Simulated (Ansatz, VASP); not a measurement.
Zn3Se in VASP and in Ansatz

```
Zn Se
1.0
    -2.70780    2.70780    2.70780
     2.70780   -2.70780    2.70780
     2.70780    2.70780   -2.70780
Zn Se
3 1
Direct
  0.00000 0.50000 0.50000
  0.50000 0.00000 0.50000
  0.50000 0.50000 0.00000
  0.00000 0.00000 0.00000
```

Alike in both runs: functional PBE; k mesh 12 × 12 × 12; occupations gaussian, width 0.1 eV; no spin polarisation.

Ansatz relaxed the structure, and its values are those at the end. VASP's run is a single point on that final structure, the one shown.

```csv
,VASP,Ansatz
version,VASP 6.6.1,Ansatz 0.2.0
potentials or method,"VASP PAW PBE potentials, release 64 (Zn, Se), cutoff 520 eV","scalar-relativistic, plane waves, PAW"
valence electrons in the cell,42,52
```

Ansatz gave:

| Property | Result |
| --- | --- |
| gap on the k mesh at the Fermi level (eV) | none |
| pressure (GPa) | 0.0 |

Problem. Estimate VASP's values.

Solution. gap on the k mesh at the Fermi level (eV): none; pressure (GPa): 0.2.

A gap of «none» marks a metal or a gap that the smearing closes. VASP's potentials hold 42 valence electrons a cell and Ansatz's 52, so a difference there can come from the potentials and not from the codes.
